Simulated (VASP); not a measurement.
# ZnS (P6_3mc) in VASP: notebook, part 2 of 2

VASP 6.6.1. Earlier steps stand in the parts before.

### Step 3. Single point, r2SCAN (strain along c alone, the other axes held: -3.0 %, then relaxed in part)

Input file POSCAR:

```
ZnS
1.0
    3.8065185603      0.0000000000      0.0000000000
   -1.9032592801      3.2965417732      0.0000000000
    0.0000000000      0.0000000000      6.0574587974
Zn S
2 2
Direct
    0.3333333333      0.6666666667     -0.0026217694
    0.6666666667      0.3333333333      0.4973782306
    0.3333333333      0.6666666667      0.3776217694
    0.6666666667      0.3333333333      0.8776217694
```

Input file INCAR.step1:

```
PREC     = Accurate       # precision mode
ENCUT    = 520            # plane-wave cutoff, eV
ISMEAR   = 0              # smearing method
SIGMA    = 0.02           # smearing width, eV
LREAL    = False          # projectors in reciprocal space
LASPH    = True           # aspherical terms in the spheres
NELM     = 60             # most SCF steps
NBANDS   = 26             # bands
GGA      = PE             # functional
ALGO     = Normal         # electronic algorithm
EDIFF    = 1E-4           # SCF threshold, eV
LWAVE    = True           # write WAVECAR
LCHARG   = False          # write CHGCAR
```

Input file INCAR.step2:

```
PREC     = Accurate       # precision mode
ENCUT    = 520            # plane-wave cutoff, eV
EDIFF    = 1E-6           # SCF threshold, eV
ISMEAR   = 0              # smearing method
SIGMA    = 0.02           # smearing width, eV
LREAL    = False          # projectors in reciprocal space
LASPH    = True           # aspherical terms in the spheres
NELM     = 60             # most SCF steps
ALGO     = Normal         # electronic algorithm
ISIF     = 2              # what is computed and relaxed
LWAVE    = False          # write WAVECAR
LCHARG   = False          # write CHGCAR
METAGGA  = R2SCAN         # meta-GGA
LMIXTAU  = True         
NBANDS   = 26             # bands
ISTART   = 1
```

Input file KPOINTS:

```
regular mesh
0
Gamma
  6 6 4
```

Potentials or basis: VASP PAW PBE potentials, release 64 (Zn, S).

On the command line:

```
$ cat potpaw_PBE.64/Zn/POTCAR potpaw_PBE.64/S/POTCAR > POTCAR
$ cp INCAR.step1 INCAR
$ mpirun -np 1 vasp_std > vasp.out
$ cp INCAR.step2 INCAR
$ mpirun -np 1 vasp_std > vasp.out
```

It took 4.3 min on 1 thread of AMD EPYC 7R13, shared host; peak memory 0.18 GiB.

Results (log left out):

* Free energy: -37.6861 eV
* Pressure: 2.7 GPa
* Largest force: 0.008 eV/Å
* Band gap on the k mesh: 2.95 eV, direct

Forces on the atoms (eV/Å):
```
Zn   0.000  0.000 -0.008
Zn   0.000  0.000 -0.008
S    0.000  0.000  0.008
S    0.000  0.000  0.008
```

Stress tensor (GPa, compression positive):
```
1.61 0.00 0.00
0.00 1.61 0.00
0.00 0.00 4.82
```

Levels at points of the mesh, in eV from the valence-band top:
| k point | band 14 | band 15 | band 16 | band 17 | band 18 | band 19 | band 20 | band 21 | band 22 | band 23 |
| --- | --- | --- | --- | --- | --- | --- | --- | --- | --- | --- |
| (0.00, 0.00, 0.00) | -1.09 | -1.09 | -0.06 | -0.06 | 0.00 | 2.95 | 3.36 | 6.61 | 6.61 | 7.38 |
| (0.50, 0.00, 0.00) | -4.30 | -3.48 | -2.55 | -1.77 | -1.00 | 3.83 | 4.89 | 5.57 | 7.36 | 8.39 |
| (0.00, 0.00, 0.50) | -2.85 | -0.60 | -0.60 | -0.60 | -0.60 | 4.03 | 4.03 | 7.07 | 7.07 | 7.07 |
| (0.50, 0.00, 0.50) | -5.12 | -1.83 | -1.83 | -1.63 | -1.63 | 4.02 | 4.02 | 5.65 | 5.65 | 9.49 |

Caveat: the cell differs from its parent crystal (strain along c alone, the other axes held: -3.0 %, then relaxed in part); the PAW data sets were made with another functional, which shifts forces and pressure a little.

### Step 4. Single point, r2SCAN (strain along c alone, the other axes held: -2.0 %, then relaxed in part)

Input file POSCAR:

```
ZnS
1.0
    3.8065185603      0.0000000000      0.0000000000
   -1.9032592801      3.2965417732      0.0000000000
    0.0000000000      0.0000000000      6.1199068262
Zn S
2 2
Direct
    0.3333333333      0.6666666667     -0.0015153939
    0.6666666667      0.3333333333      0.4984846061
    0.3333333333      0.6666666667      0.3765153939
    0.6666666667      0.3333333333      0.8765153939
```

Input file INCAR.step1:

```
ALGO = Normal ; EDIFF = 1E-4
ENCUT = 520 ; GGA = PE
ISMEAR = 0 ; LASPH = T
LCHARG = F ; LREAL = F
LWAVE = T ; NBANDS = 26
NELM = 80 ; PREC = Accurate
SIGMA = 0.02
```

Input file INCAR.step2:

```
ALGO = Normal ; EDIFF = 1E-6
ENCUT = 520 ; ISIF = 2
ISMEAR = 0 ; ISTART = 1
LASPH = T ; LCHARG = F
LMIXTAU = T ; LREAL = F
LWAVE = F ; METAGGA = R2SCAN
NBANDS = 26 ; NELM = 80
PREC = Accurate ; SIGMA = 0.02
```

Input file KPOINTS:

```
k-points
0
Gamma
  6 6 4
```

On the command line:

```
$ cat potpaw_PBE.64/Zn/POTCAR potpaw_PBE.64/S/POTCAR > POTCAR
$ cp INCAR.step1 INCAR
$ mpirun -np 1 vasp_std > vasp.out
$ cp INCAR.step2 INCAR
$ mpirun -np 1 vasp_std > vasp.out
```

Wall time 4.7 min (1 thread of AMD EPYC 7R13, shared host); peak memory 0.18 GiB.

The run converged. Its results:

```yaml
Free_energy: -37.7055 eV
Pressure: 1.8 GPa
Band_gap_on_the_k_mesh: 2.93 eV, direct
```

Stress tensor (GPa, compression positive):
```
1.06 0.00 0.00
0.00 1.06 0.00
0.00 0.00 3.25
```

Levels at points of the mesh, in eV from the valence-band top:
| k point | band 16 | band 17 | band 18 | band 19 | band 20 | band 21 |
| --- | --- | --- | --- | --- | --- | --- |
| (0.00, 0.00, 0.00) | -0.01 | -0.01 | 0.00 | 2.93 | 3.48 | 6.70 |
| (0.50, 0.00, 0.00) | -2.44 | -1.73 | -0.94 | 3.93 | 4.88 | 5.56 |
| (0.00, 0.00, 0.50) | -0.53 | -0.53 | -0.53 | 4.08 | 4.08 | 7.16 |
| (0.50, 0.00, 0.50) | -1.75 | -1.62 | -1.62 | 4.03 | 4.03 | 5.68 |

Caveat: the cell differs from its parent crystal (strain along c alone, the other axes held: -2.0 %, then relaxed in part); the PAW data sets were made with another functional, which shifts forces and pressure a little.

### Step 5. Single point, r2SCAN (strain along c alone, the other axes held: -1.0 %, then relaxed in part)

Input file POSCAR:

```
ZnS
1.0
    3.8065185603      0.0000000000      0.0000000000
   -1.9032592801      3.2965417732      0.0000000000
    0.0000000000      0.0000000000      6.1823548551
Zn S
2 2
Direct
    0.3333333333      0.6666666667     -0.0005179002
    0.6666666667      0.3333333333      0.4994820998
    0.3333333333      0.6666666667      0.3755179002
    0.6666666667      0.3333333333      0.8755179002
```

Input file INCAR.step1:

```
SYSTEM = ZnS
PREC     = Accurate       ! precision mode
ENCUT    = 520            ! plane-wave cutoff, eV
ISMEAR   = 0              ! smearing method
SIGMA    = 0.02           ! smearing width, eV
LREAL    = .False.        ! projectors in reciprocal space
LASPH    = .True.         ! aspherical terms in the spheres
NELM     = 100            ! most SCF steps
NBANDS   = 26             ! bands
GGA      = PE             ! functional
ALGO     = Normal         ! electronic algorithm
EDIFF    = 1E-4           ! SCF threshold, eV
LWAVE    = .True.         ! write WAVECAR
LCHARG   = .False.        ! write CHGCAR
```

Input file INCAR.step2:

```
SYSTEM = ZnS
PREC     = Accurate       ! precision mode
ENCUT    = 520            ! plane-wave cutoff, eV
EDIFF    = 1E-6           ! SCF threshold, eV
ISMEAR   = 0              ! smearing method
SIGMA    = 0.02           ! smearing width, eV
LREAL    = .False.        ! projectors in reciprocal space
LASPH    = .True.         ! aspherical terms in the spheres
NELM     = 100            ! most SCF steps
ALGO     = Normal         ! electronic algorithm
ISIF     = 2              ! what is computed and relaxed
LWAVE    = .False.        ! write WAVECAR
LCHARG   = .False.        ! write CHGCAR
METAGGA  = R2SCAN         ! meta-GGA
LMIXTAU  = .True.       
NBANDS   = 26             ! bands
ISTART   = 1
```

Input file KPOINTS:

```
regular mesh
0
Gamma
  6 6 4
  0 0 0
```

On the command line:

```
$ cat potpaw_PBE.64/Zn/POTCAR potpaw_PBE.64/S/POTCAR > POTCAR
$ cp INCAR.step1 INCAR
$ mpirun -np 1 vasp_std > vasp.out
$ cp INCAR.step2 INCAR
$ mpirun -np 1 vasp_std > vasp.out
```

Run time: 4.4 min. Hardware: 1 thread of AMD EPYC 7R13, shared host; peak memory 0.18 GiB.

The run converged. Its results:

```yaml
Free_energy: -37.7173 eV
Pressure: 0.9 GPa
Largest_force: 0.003 eV/Å
Band_gap_on_the_k_mesh: 2.87 eV, direct
```

Forces on the atoms (eV/Å):
```
Zn   0.000  0.000  0.003
Zn   0.000  0.000  0.003
S    0.000  0.000 -0.003
S    0.000  0.000 -0.003
```

Stress tensor (GPa, compression positive):
```
0.56 0.00 0.00
0.00 0.56 0.00
0.00 0.00 1.66
```

Levels at points of the mesh, in eV from the valence-band top:
| k point | band 14 | band 15 | band 16 | band 17 | band 18 | band 19 | band 20 | band 21 | band 22 | band 23 |
| --- | --- | --- | --- | --- | --- | --- | --- | --- | --- | --- |
| (0.00, 0.00, 0.00) | -0.96 | -0.96 | -0.04 | 0.00 | 0.00 | 2.87 | 3.56 | 6.76 | 6.76 | 7.19 |
| (0.50, 0.00, 0.00) | -4.20 | -3.38 | -2.37 | -1.72 | -0.92 | 4.00 | 4.84 | 5.51 | 7.39 | 8.15 |
| (0.00, 0.00, 0.50) | -2.86 | -0.50 | -0.50 | -0.50 | -0.50 | 4.10 | 4.10 | 7.22 | 7.22 | 7.22 |
| (0.50, 0.00, 0.50) | -4.99 | -1.70 | -1.70 | -1.65 | -1.65 | 4.00 | 4.00 | 5.67 | 5.67 | 9.43 |

Caveat: the cell differs from its parent crystal (strain along c alone, the other axes held: -1.0 %, then relaxed in part); the PAW data sets were made with another functional, which shifts forces and pressure a little.

### Step 6. Overview

| task | cell | cutoff (eV) | gap on the mesh (eV) | pressure (GPa) |
| --- | --- | --- | --- | --- |
| relaxation of cell and atoms | relaxed to 2 GPa from a = 3.782, b = 3.782, c = 6.205 Å, angles 90.0, 90.0, 120.0°, 4 atoms | 600 | 2.90 | 2.0 |
| single point | a = 3.807, b = 3.807, c = 6.057 Å, angles 90.0, 90.0, 120.0°, 4 atoms | 520 | 2.95 | 2.7 |
| single point | a = 3.807, b = 3.807, c = 6.120 Å, angles 90.0, 90.0, 120.0°, 4 atoms | 520 | 2.93 | 1.8 |
| single point | a = 3.807, b = 3.807, c = 6.182 Å, angles 90.0, 90.0, 120.0°, 4 atoms | 520 | 2.87 | 0.9 |

Alike in all rows: level r2SCAN; potentials or basis VASP PAW PBE potentials, release 64 (Zn, S); no spin polarisation; k mesh 6 × 6 × 4; smearing gaussian 0.02 eV.

Caveats: the PAW data sets were made with another functional, which shifts forces and pressure a little; the cell is relaxed towards a set pressure, so the enthalpy falls and the energy may rise (some runs).

Absolute energies hang on the potentials; compare differences alone.
